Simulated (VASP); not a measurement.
# Au (P1) in VASP: single point with PBE

Aim: the single point of Au with PBE.

Program: VASP 6.6.1. These are calculated values, not measurements. Logs are shortened: lines on timing, memory, paths and dates and some standing lists are left out, and cuts for length are marked.

**1. The cell of the first run**

The typed cell holds 4 atoms: a = 5.800 Å, b = 2.900 Å, c = 4.880 Å, α = 90.00°, β = 90.00°, γ = 120.00°.

**2. Single point, PBE**

File INCAR:

```
PREC = Accurate ; ENCUT = 520
EDIFF = 1E-6 ; ISMEAR = -1
SIGMA = 0.08 ; LREAL = F
LASPH = T ; NELM = 80
ALGO = Normal ; ISIF = 2
LWAVE = F ; LCHARG = T
GGA = PE ; LELF = T
LVHAR = T ; NBANDS = 30
```

File KPOINTS:

```
Automatic mesh
0
Gamma
  4 7 4
```

File POSCAR:

```
Au
1.0
    5.8000000000      0.0000000000      0.0000000000
   -1.4500000000      2.5114736710      0.0000000000
    0.0000000000      0.0000000000      4.8800000000
Au
4
Direct
    0.1554049113      0.6664155071      0.7438657787
    0.6618239017      0.7115045722      0.7568256148
    0.3478384719      0.2848745771      0.2835807377
    0.8387913350      0.3629805124      0.2256393443
```

Potentials or basis: VASP PAW PBE potentials, release 64 (Au).

On the command line:

```console
cat potpaw_PBE.64/Au/POTCAR > POTCAR
mpirun -np 1 vasp_std > vasp.out
```

OUTCAR:

```text
PREC = Accurate
   ENCUT = 520
   EDIFF = 1E-6
   ISMEAR = -1
   LREAL = F
   LASPH = T
   NELM = 80
   ISIF = 2
   GGA = PE

 ion  position               nearest neighbor table
   1  0.155  0.666  0.744-   3 2.74   2 2.82   4 2.84   2 2.87   2 2.93   3 2.96   2 2.99   4 2.99
                             3 3.07   3 3.26
   2  0.662  0.712  0.757-   4 2.81   3 2.82   1 2.82   1 2.87   4 2.89   1 2.93   1 2.99   3 3.03
                             4 3.07   4 3.14
   3  0.348  0.285  0.284-   1 2.74   4 2.76   2 2.82   4 2.84   1 2.96   4 3.01   2 3.03   1 3.07
                             4 3.08   1 3.26
   4  0.839  0.363  0.226-   3 2.76   2 2.81   3 2.84   1 2.84   2 2.89   1 2.99   3 3.01   2 3.07
                             3 3.08   2 3.14

  Warning from LATTYP: Monoclinic adjustment (A1->A3, A2->A1, A3->A2)!
  LATTYP: Found a simple orthorhombic cell.
 ALAT       =     2.9000000000
 B/A-ratio  =     1.6827586207
 C/A-ratio  =     1.7320508076

  Lattice vectors:

 A1 = (  -1.4500000000,   2.5114736710,   0.0000000000)
 A2 = (   0.0000000000,   0.0000000000,   4.8800000000)
 A3 = (   4.3500000000,   2.5114736710,   0.0000000000)

Analysis of symmetry for initial positions (statically):
=====================================================================
 Subroutine PRICEL returns:
 Original cell was already a primitive cell.

 Routine SETGRP: Setting up the symmetry group for a
 simple orthorhombic supercell.

 Subroutine GETGRP returns: Found  1 space group operations
 (whereof  1 operations were pure point group operations)
 out of a pool of  8 trial point group operations.

The static configuration has the point symmetry C_1 .

Analysis of symmetry for dynamics (positions and initial velocities):
=====================================================================
 Subroutine PRICEL returns:
 Original cell was already a primitive cell.

 Routine SETGRP: Setting up the symmetry group for a
 simple orthorhombic supercell.

 Subroutine GETGRP returns: Found  1 space group operations
 (whereof  1 operations were pure point group operations)
 out of a pool of  8 trial point group operations.

The dynamic configuration has the point symmetry C_1 .

 Subroutine INISYM returns: Found  1 space group operations
 (whereof  1 operations are pure point group operations),
 and found     1 'primitive' translations

----------------------------------------------------------------------------------------

                                     Primitive cell

  volume of cell :      71.0848

  direct lattice vectors                    reciprocal lattice vectors
     5.800000000  0.000000000  0.000000000     0.172413793  0.099543150  0.000000000
    -1.450000000  2.511473671  0.000000000     0.000000000  0.398172599  0.000000000
     0.000000000  0.000000000  4.880000000     0.000000000  0.000000000  0.204918033

  length of vectors
     5.800000000  2.900000000  4.880000000     0.199086300  0.398172599  0.204918033

  position of ions in fractional coordinates (direct lattice)
     0.155404911  0.666415507  0.743865779
     0.661823902  0.711504572  0.756825615
     0.347838472  0.284874577  0.283580738
     0.838791335  0.362980512  0.225639344

  ion indices of the primitive-cell ions
   primitive index   ion index
                 1           1
                 2           2
                 3           3
                 4           4

----------------------------------------------------------------------------------------

 KPOINTS: Automatic mesh

Automatic generation of k-mesh.
 Grid dimensions read from file:
 generate k-points for:    4    7    4

 Generating k-lattice:

  Cartesian coordinates                     Fractional coordinates (reciprocal lattice)
     0.043103448  0.024885787  0.000000000     0.250000000  0.000000000  0.000000000
     0.000000000  0.056881800  0.000000000     0.000000000  0.142857143  0.000000000
     0.000000000  0.000000000  0.051229508     0.000000000  0.000000000  0.250000000

  Length of vectors
     0.049771575  0.056881800  0.051229508

  Shift w.r.t. Gamma in fractional coordinates (k-lattice)
     0.000000000  0.000000000  0.000000000

 -----------------------------------------------------------------------------
|                                                                             |
|           W    W    AA    RRRRR   N    N  II  N    N   GGGG   !!!           |
|           W    W   A  A   R    R  NN   N  II  NN   N  G    G  !!!           |
|           W    W  A    A  R    R  N N  N  II  N N  N  G       !!!           |
|           W WW W  AAAAAA  RRRRR   N  N N  II  N  N N  G  GGG   !            |
|           WW  WW  A    A  R   R   N   NN  II  N   NN  G    G                |
|           W    W  A    A  R    R  N    N  II  N    N   GGGG   !!!           |
|                                                                             |
|     Your reciprocal lattice and k-lattice belong to different lattice       |
|     classes:                                                                |
|                                                                             |
|        The reciprocal lattice is simple orthorhombic,                       |
|        whereas your k-lattice is simple monoclinic.                         |
|                                                                             |
|     Results are often still useful ...                                      |
|                                                                             |
 -----------------------------------------------------------------------------

 WARNING: IBZKPT: internal override: KBLOWUP is changed to .FALSE.
      ... skipping the blow-up phase ...

 Subroutine IBZKPT returns following result:
 ===========================================

 Found     58 irreducible k-points:

 Following reciprocal coordinates:
            Coordinates               Weight
  0.000000  0.000000  0.000000      1.000000
  0.250000  0.000000  0.000000      2.000000
  0.500000  0.000000  0.000000      1.000000
  0.000000  0.142857  0.000000      2.000000
  0.250000  0.142857  0.000000      2.000000
  0.500000  0.142857  0.000000      2.000000
[... 16 lines left out ...]
 -0.250000  0.142857  0.250000      2.000000
  0.000000  0.285714  0.250000      2.000000
 [... further k-points ...]
   k-points           NKPTS =     58   k-points in BZ     NKDIM =     58   number of bands    NBANDS=     30
   number of dos      NEDOS =    301   number of ions     NIONS =      4
   total plane-waves  NPLWV =  41472
   dimension x,y,z NGX =    48 NGY =   24 NGZ =   36
   dimension x,y,z NGXF=    96 NGYF=   48 NGZF=   72
   ions per type =               4
   NGX,Y,Z   is equivalent  to a cutoff of  13.76, 13.76, 12.26 a.u.
   NGXF,Y,Z  is equivalent  to a cutoff of  27.52, 27.52, 24.53 a.u.
 SYSTEM =  unknown system
   PREC   = accura    normal or accurate (medium, high low for compatibility)
   ISTART =      0    job   : 0-new  1-cont  2-samecut
   ICHARG =      2    charge: 1-file 2-atom 10-const
   ISPIN  =      1    spin polarized calculation?
   LNONCOLLINEAR =      F non collinear calculations
   LSORBIT =      F    spin-orbit coupling
   LASPH  =      T    aspherical Exc in radial PAW
   ENCUT  =  520.0 eV  38.22 Ry    6.18 a.u.  10.78  5.39  9.07*2*pi/ulx,y,z
   NELM   =     80;   NELMIN=  2; NELMDL= -5     # of ELM steps
   EDIFF  = 0.1E-05   stopping-criterion for ELM
   LREAL  =      F    real-space projection
   EDIFFG = 0.1E-04   stopping-criterion for IOM
   NSW    =      0    number of steps for IOM
   IBRION =     -1    ionic relax: 0-MD 1-quasi-New 2-CG
   NFREE  =      0    steps in history (QN), initial steepest desc. (CG)
   ISIF   =      2    stress and relaxation
   ISYM   =      2    0-nonsym 1-usesym 2-fastsym
   POTIM  = 0.5000    time-step for ionic-motion
   TEBEG  =    0.0;   TEEND  =   0.0 temperature during run
   PSTRESS=    0.0 pullay stress
   NELECT =      44.0000    total number of electrons
   NUPDOWN=      -1.0000    fix difference up-down
   EMIN   =  10.00;   EMAX   =-10.00  energy-range for DOS
   EFERMI =   0.00;   METHOD = LEGACY
   ISMEAR =    -1;   SIGMA  =   0.08  broadening in eV -4-tet -1-fermi 0-gaus
   EFERMI_NEDOS =   21; number of points for ismear=-14 and -15
   IALGO  =     38    algorithm
   IMIX   =      4    mixing-type and parameters
     AMIX     =   0.40;   BMIX     =  1.00
     AMIX_MAG =   1.60;   BMIX_MAG =  1.00
  volume/ion in A,a.u.               =      17.77       119.93
  Fermi-wavevector in a.u.,A,eV,Ry     =   1.395191  2.636528 26.484517  1.946557
  Thomas-Fermi vector in A             =   2.518667
   LORBIT       =      0    0 simple, 1 ext, 2 COOP (PROOUT), +10 PAW based schemes
   GGA     = PE    functional components
   LHFCALC =     F    Hartree Fock is set to
   AEXX    =    0.0000 exact exchange contribution
   IVDW    =     0    specifies the selected vdW correction
   LEPSILON=     F    determine dielectric tensor
   LRPA    =     F    only Hartree local field effects (RPA)
 non-spin polarized calculation
  energy-cutoff  :      520.00
  volume of cell :       71.08
 maximum number of plane-waves:      1938
 NGX is ok and might be reduce to    48
   NGX = 21   NGY = 11   NGZ = 19

 number of electron      44.0000005 magnetization

 Free energy of the ion-electron system (eV)
  ---------------------------------------------------
  ext. energy  EPLUGINS =         0.00000000
  ---------------------------------------------------
  free energy    TOTEN  =       -12.71296700 eV

  energy without entropy =      -12.67855386  energy(sigma->0) =      -12.69576043

 E-fermi :   8.7402     XC(G=0): -12.4531

 val. band max:        8.7368037089   @ k =   0.0000  -0.1429   0.2500
 cond. band min:       8.7623256391   @ k =   0.2500   0.1429   0.2500
 fundamental gap:      0.0255219302
 Fermi energy:         8.7401809091

 k-point     1 :       0.0000    0.0000    0.0000
  band No.  band energies     occupation
      1      -0.6486      2.00000
      2       1.7549      2.00000
      3       2.3060      2.00000
      4       2.4323      2.00000
      5       2.8536      2.00000
      6       4.0346      2.00000
[... 22 lines left out ...]
     29      19.3775      0.00000
     30      19.7512      0.00000
[... 728 lines left out ...]
  band No.  band energies     occupation
      1       1.6428      2.00000
      2       2.6027      2.00000
      3       2.8123      2.00000
      4       3.0646      2.00000
      5       3.2606      2.00000
      6       3.3903      2.00000
[... 22 lines left out ...]
     29      17.9009      0.00000
     30      19.3942      0.00000

 [... further k-points ...]
[... 5 lines left out ...]
  --------------------------------------------------------------------------------------
  -------------------------------------------------------------------------------------
  Total        1.6893040      1.3606706      2.1547937     -0.2765316     -0.1526055     -0.0691138
  in kB       38.0751782     30.6681186     48.5668376     -6.2327395     -3.4395706     -1.5577538
  external PRESSURE =      39.1033781 kB  Pullay stress =       0.0000000 kB

 VOLUME and BASIS-vectors are now :
 -----------------------------------------------------------------------------
  energy-cutoff  :      520.00
  volume of cell :       71.08
      direct lattice vectors                 reciprocal lattice vectors
     5.800000000  0.000000000  0.000000000     0.172413793  0.099543150  0.000000000
    -1.450000000  2.511473671  0.000000000     0.000000000  0.398172599  0.000000000
     0.000000000  0.000000000  4.880000000     0.000000000  0.000000000  0.204918033

 POSITION                                       TOTAL-FORCE (eV/Angst)
 -----------------------------------------------------------------------------------
     -0.06495      1.67369      3.63007         0.083675      0.053711      0.478304
      2.80690      1.78692      3.69331        -0.080849     -0.199936     -0.208486
      1.60440      0.71545      1.38387        -0.408340      0.255107     -0.813447
      4.33867      0.91162      1.10112         0.405514     -0.108881      0.543629
 -----------------------------------------------------------------------------------
    total drift:                                0.000003      0.000030      0.000062

  FREE ENERGIE OF THE ION-ELECTRON SYSTEM (eV)
  ---------------------------------------------------
  free  energy   TOTEN  =       -12.7129670009 eV

  energy  without entropy=      -12.6785538611  energy(sigma->0) =      -12.69576043
```

Wall time 1.7 min (1 thread of Intel Xeon Platinum 8488C (Sapphire Rapids), shared host); peak memory 0.24 GiB.

What came out:

```
Free energy            : -12.7130 eV
Pressure               : 3.9 GPa
Largest force          : 0.945 eV/Å
Band gap on the k mesh : zero (bands 22 and 23 overlap by 3.49 eV)
```

Forces in eV/Å, atoms in the order of the input:
```
Au   0.084  0.054  0.478
Au  -0.081 -0.200 -0.208
Au  -0.408  0.255 -0.813
Au   0.406 -0.109  0.544
```

Caveat: the cell stands under pressure; spin-orbit coupling is left out, which moves the levels of the heavy elements.
